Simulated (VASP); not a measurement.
# AlN (Fm-3m) in VASP: a series of runs

Runs on AlN. Level: PBE. Tasks: single point.

Program: VASP 6.6.1. These are calculated values, not measurements. Logs are shortened: lines on timing, memory, paths and dates and some standing lists are left out, and cuts for length are marked.

### 1 The cell of the first run

It takes space group Fm-3m (No. 225, cubic). Conventional cell: a = 3.938 Å, b = 3.938 Å, c = 3.938 Å, α = 90.00°, β = 90.00°, γ = 90.00°. Within 2.6 Å of Al (site symmetry m-3m) lie 6 N at 1.97 Å. N (site symmetry m-3m) has 6 Al at 1.97 Å within 2.6 Å.

### 2 Single point, PBE

Input file INCAR:

```
SYSTEM = AlN
ALGO     = Normal         ! electronic algorithm
EDIFF    = 1E-6           ! SCF threshold, eV
ENCUT    = 600            ! plane-wave cutoff, eV
GGA      = PE             ! functional
GGA_COMPAT= .False.      
ISIF     = 2              ! what is computed and relaxed
ISMEAR   = 0              ! smearing method
LASPH    = .True.         ! aspherical terms in the spheres
LCHARG   = .False.        ! write CHGCAR
LREAL    = .False.        ! projectors in reciprocal space
LWAVE    = .False.        ! write WAVECAR
NBANDS   = 11             ! bands
NELM     = 120            ! most SCF steps
PREC     = Accurate       ! precision mode
SIGMA    = 0.01           ! smearing width, eV
```

Input file KPOINTS:

```
k-points
0
Gamma
  3 3 3
  0 0 0
```

Input file POSCAR:

```
AlN
1.0
    0.0000000000      1.9690000000      1.9690000000
    1.9690000000      0.0000000000      1.9690000000
    1.9690000000      1.9690000000      0.0000000000
Al N
1 1
Direct
    0.0000000000      0.0000000000      0.0000000000
    0.5000000000      0.5000000000      0.5000000000
```

Potentials or basis: VASP PAW PBE potentials, release 64 (Al, N).

Launch:

```
> cat potpaw_PBE.64/Al/POTCAR potpaw_PBE.64/N/POTCAR > POTCAR
> mpirun -np 1 vasp_std > vasp.out
```

OUTCAR:

```text
SYSTEM = AlN
   EDIFF = 1E-6
   ENCUT = 600
   GGA = PE
   ISIF = 2
   ISMEAR = 0
   LASPH = .True.
   LREAL = .False.
   NELM = 120
   PREC = Accurate

 ion  position               nearest neighbor table
   1  0.000  0.000  0.000-   2 1.97   2 1.97   2 1.97   2 1.97   2 1.97   2 1.97
   2  0.500  0.500  0.500-   1 1.97   1 1.97   1 1.97   1 1.97   1 1.97   1 1.97

  LATTYP: Found a face centered cubic cell.
 ALAT       =     3.9380000000

  Lattice vectors:

 A1 = (   0.0000000000,   1.9690000000,   1.9690000000)
 A2 = (   1.9690000000,   0.0000000000,   1.9690000000)
 A3 = (   1.9690000000,   1.9690000000,   0.0000000000)

Analysis of symmetry for initial positions (statically):
=====================================================================
 Subroutine PRICEL returns:
 Original cell was already a primitive cell.

 Routine SETGRP: Setting up the symmetry group for a
 face centered cubic supercell.

 Subroutine GETGRP returns: Found 48 space group operations
 (whereof 48 operations were pure point group operations)
 out of a pool of 48 trial point group operations.

The static configuration has the point symmetry O_h .

Analysis of symmetry for dynamics (positions and initial velocities):
=====================================================================
 Subroutine PRICEL returns:
 Original cell was already a primitive cell.

 Routine SETGRP: Setting up the symmetry group for a
 face centered cubic supercell.

 Subroutine GETGRP returns: Found 48 space group operations
 (whereof 48 operations were pure point group operations)
 out of a pool of 48 trial point group operations.

The dynamic configuration has the point symmetry O_h .

 Subroutine INISYM returns: Found 48 space group operations
 (whereof 48 operations are pure point group operations),
 and found     1 'primitive' translations

----------------------------------------------------------------------------------------

                                     Primitive cell

  volume of cell :      15.2675

  direct lattice vectors                    reciprocal lattice vectors
     0.000000000  1.969000000  1.969000000    -0.253936008  0.253936008  0.253936008
     1.969000000  0.000000000  1.969000000     0.253936008 -0.253936008  0.253936008
     1.969000000  1.969000000  0.000000000     0.253936008  0.253936008 -0.253936008

  length of vectors
     2.784586504  2.784586504  2.784586504     0.439830068  0.439830068  0.439830068

  position of ions in fractional coordinates (direct lattice)
     0.000000000  0.000000000  0.000000000
     0.500000000  0.500000000  0.500000000

  ion indices of the primitive-cell ions
   primitive index   ion index
                 1           1
                 2           2

----------------------------------------------------------------------------------------

 KPOINTS: k-points

Automatic generation of k-mesh.
 Grid dimensions read from file:
 generate k-points for:    3    3    3

 Generating k-lattice:

  Cartesian coordinates                     Fractional coordinates (reciprocal lattice)
    -0.084645336  0.084645336  0.084645336     0.333333333  0.000000000  0.000000000
     0.084645336 -0.084645336  0.084645336     0.000000000  0.333333333  0.000000000
     0.084645336  0.084645336 -0.084645336     0.000000000  0.000000000  0.333333333

  Length of vectors
     0.146610023  0.146610023  0.146610023

  Shift w.r.t. Gamma in fractional coordinates (k-lattice)
     0.000000000  0.000000000  0.000000000

 Subroutine IBZKPT returns following result:
 ===========================================

 Found      4 irreducible k-points:

 Following reciprocal coordinates:
            Coordinates               Weight
  0.000000  0.000000  0.000000      1.000000
  0.333333  0.000000  0.000000      8.000000
  0.333333  0.333333  0.000000      6.000000
 -0.333333  0.333333  0.000000     12.000000
   k-points           NKPTS =      4   k-points in BZ     NKDIM =      4   number of bands    NBANDS=     11
   number of dos      NEDOS =    301   number of ions     NIONS =      2
   total plane-waves  NPLWV =  13824
   dimension x,y,z NGX =    24 NGY =   24 NGZ =   24
   dimension x,y,z NGXF=    48 NGYF=   48 NGZF=   48
   ions per type =               1   1
   NGX,Y,Z   is equivalent  to a cutoff of  14.33, 14.33, 14.33 a.u.
   NGXF,Y,Z  is equivalent  to a cutoff of  28.66, 28.66, 28.66 a.u.
 SYSTEM =  AlN
   PREC   = accura    normal or accurate (medium, high low for compatibility)
   ISTART =      0    job   : 0-new  1-cont  2-samecut
   ICHARG =      2    charge: 1-file 2-atom 10-const
   ISPIN  =      1    spin polarized calculation?
   LNONCOLLINEAR =      F non collinear calculations
   LSORBIT =      F    spin-orbit coupling
   LASPH  =      T    aspherical Exc in radial PAW
   ENCUT  =  600.0 eV  44.10 Ry    6.64 a.u.   5.56  5.56  5.56*2*pi/ulx,y,z
   NELM   =    120;   NELMIN=  2; NELMDL= -5     # of ELM steps
   EDIFF  = 0.1E-05   stopping-criterion for ELM
   LREAL  =      F    real-space projection
   EDIFFG = 0.1E-04   stopping-criterion for IOM
   NSW    =      0    number of steps for IOM
   IBRION =     -1    ionic relax: 0-MD 1-quasi-New 2-CG
   NFREE  =      0    steps in history (QN), initial steepest desc. (CG)
   ISIF   =      2    stress and relaxation
   ISYM   =      2    0-nonsym 1-usesym 2-fastsym
   POTIM  = 0.5000    time-step for ionic-motion
   TEBEG  =    0.0;   TEEND  =   0.0 temperature during run
   PSTRESS=    0.0 pullay stress
   NELECT =       8.0000    total number of electrons
   NUPDOWN=      -1.0000    fix difference up-down
   EMIN   =  10.00;   EMAX   =-10.00  energy-range for DOS
   EFERMI =   0.00;   METHOD = LEGACY
   ISMEAR =     0;   SIGMA  =   0.01  broadening in eV -4-tet -1-fermi 0-gaus
   EFERMI_NEDOS =   21; number of points for ismear=-14 and -15
   IALGO  =     38    algorithm
   IMIX   =      4    mixing-type and parameters
     AMIX     =   0.40;   BMIX     =  1.00
     AMIX_MAG =   1.60;   BMIX_MAG =  1.00
  volume/ion in A,a.u.               =       7.63        51.51
  Fermi-wavevector in a.u.,A,eV,Ry     =   1.319823  2.494104 23.700443  1.741933
  Thomas-Fermi vector in A             =   2.449694
   LORBIT       =      0    0 simple, 1 ext, 2 COOP (PROOUT), +10 PAW based schemes
   GGA     = PE    functional components
   LHFCALC =     F    Hartree Fock is set to
   AEXX    =    0.0000 exact exchange contribution
   IVDW    =     0    specifies the selected vdW correction
   LEPSILON=     F    determine dielectric tensor
   LRPA    =     F    only Hartree local field effects (RPA)
 non-spin polarized calculation
 Gauss-broadening in eV      SIGMA  =   0.01
  energy-cutoff  :      600.00
  volume of cell :       15.27
 maximum number of plane-waves:       531
 NGX is ok and might be reduce to    24
   NGX = 11   NGY = 11   NGZ = 11

 number of electron       8.0000000 magnetization

 Free energy of the ion-electron system (eV)
  ---------------------------------------------------
  ext. energy  EPLUGINS =         0.00000000
  ---------------------------------------------------
  free energy    TOTEN  =       -14.00613079 eV

  energy without entropy =      -14.00613079  energy(sigma->0) =      -14.00613079

 E-fermi :  11.2645     XC(G=0): -12.6303

 val. band max:       11.2094835013   @ k =   0.0000   0.0000   0.0000
 cond. band min:      17.2302310104   @ k =   0.3333   0.3333   0.0000
 fundamental gap:      6.0207475090
 Fermi energy:        11.2645448672

 k-point     1 :       0.0000    0.0000    0.0000
  band No.  band energies     occupation
      1      -7.1622      2.00000
      2      11.2095      2.00000
      3      11.2095      2.00000
      4      11.2095      2.00000
      5      18.0261      0.00000
      6      23.4572      0.00000
      7      23.4572      0.00000
      8      23.4572      0.00000
      9      28.8288      0.00000
     10      29.4167      0.00000
     11      29.4167      0.00000

 k-point     2 :       0.3333    0.0000    0.0000
  band No.  band energies     occupation
      1      -4.9038      2.00000
      2       4.5947      2.00000
      3      10.2295      2.00000
      4      10.2295      2.00000
      5      18.1924      0.00000
      6      23.3139      0.00000
      7      23.3139      0.00000
      8      24.2883      0.00000
      9      28.6608      0.00000
     10      29.6213      0.00000
     11      29.6213      0.00000

 k-point     3 :       0.3333    0.3333    0.0000
  band No.  band energies     occupation
      1      -4.2009      2.00000
      2       5.4084      2.00000
      3       8.7387      2.00000
      4       8.7387      2.00000
      5      17.2302      0.00000
      6      18.1422      0.00000
      7      24.4425      0.00000
      8      28.2382      0.00000
      9      28.2382      0.00000
     10      32.9376      0.00000
     11      37.4636      0.00000

 k-point     4 :      -0.3333    0.3333    0.0000
  band No.  band energies     occupation
      1      -2.6446      2.00000
      2       4.5823      2.00000
      3       4.7839      2.00000
      4       9.0411      2.00000
      5      18.1763      0.00000
      6      22.5058      0.00000
      7      23.8572      0.00000
      8      25.7346      0.00000
      9      28.7526      0.00000
     10      31.8039      0.00000
     11      36.0764      0.00000

------------------------ aborting loop because EDIFF is reached ----------------------------------------

  FORCE on cell =-STRESS in cart. coord.  units (eV):
  Direction    XX          YY          ZZ          XY          YZ          ZX
  --------------------------------------------------------------------------------------
  -------------------------------------------------------------------------------------
  Total        3.0112983      3.0112983      3.0112983     -0.0000000      0.0000000     -0.0000000
  in kB      316.0073792    316.0073792    316.0073792     -0.0000000      0.0000000     -0.0000000
  external PRESSURE =     316.0073792 kB  Pullay stress =       0.0000000 kB

 VOLUME and BASIS-vectors are now :
 -----------------------------------------------------------------------------
  energy-cutoff  :      600.00
  volume of cell :       15.27
      direct lattice vectors                 reciprocal lattice vectors
     0.000000000  1.969000000  1.969000000    -0.253936008  0.253936008  0.253936008
     1.969000000  0.000000000  1.969000000     0.253936008 -0.253936008  0.253936008
     1.969000000  1.969000000  0.000000000     0.253936008  0.253936008 -0.253936008

 POSITION                                       TOTAL-FORCE (eV/Angst)
 -----------------------------------------------------------------------------------
      0.00000      0.00000      0.00000         0.000000      0.000000      0.000000
      1.96900      1.96900      1.96900        -0.000000     -0.000000     -0.000000
 -----------------------------------------------------------------------------------
    total drift:                               -0.000000     -0.000000      0.000000

  FREE ENERGIE OF THE ION-ELECTRON SYSTEM (eV)
  ---------------------------------------------------
  free  energy   TOTEN  =       -14.0061307920 eV

  energy  without entropy=      -14.0061307920  energy(sigma->0) =      -14.00613079
```

It took 2 s on 1 thread of AMD EPYC 7R13 (Zen 3), shared host; peak memory 0.1 GiB.

What came out:

| Item | Value |
| --- | --- |
| Free energy | -14.0061 eV |
| Pressure | 31.6 GPa |
| Band gap on the k mesh | 6.02 eV (least direct gap 6.82 eV) |

Caveat: the k points lie up to 0.92 Å⁻¹ apart; an odd mesh through Γ misses points on the zone boundary, where band edges can lie.

### 3 Single point, PBE

Input file INCAR:

```
PREC = Accurate
ENCUT = 600
EDIFF = 1E-6
ISMEAR = 0
SIGMA = 0.01
LREAL = F
LASPH = T
NELM = 120
ALGO = Normal
ISIF = 2
LWAVE = F
LCHARG = T
GGA = PE
LELF = T
LVHAR = T
NBANDS = 11
GGA_COMPAT = F
```

Input file KPOINTS:

```
Automatic mesh
0
Gamma
  6 6 6
```

POSCAR is that of step 2.

Potentials or basis: VASP PAW PBE potentials, release 64 (Al, N).

Launch:

```
> cat potpaw_PBE.64/Al/POTCAR potpaw_PBE.64/N/POTCAR > POTCAR
> mpirun -np 1 vasp_std > vasp.out
```

It took 3.9 s on 1 thread of AMD EPYC 7R13 (Zen 3), shared host; peak memory 0.1 GiB.

It converged, with:

```yaml
Free_energy: -14.4046 eV
Pressure: 30.0 GPa
Band_gap_on_the_k_mesh: 5.15 eV (least direct gap 6.87 eV)
```

Levels at points of the mesh, in eV from the valence-band top:
```
           k point  band 2  band 3  band 4  band 5  band 6  band 7
(0.00, 0.00, 0.00)    0.00    0.00    0.00    6.87   12.42   12.42
(0.50, 0.00, 0.00)   -8.83   -1.23   -1.23    6.65   11.65   11.65
(0.50, 0.50, 0.00)   -7.93   -3.01   -3.01    5.15    5.39   15.05
```

Caveat: the k points lie up to 0.46 Å⁻¹ apart.

(Part 1 of 2 ends here.)
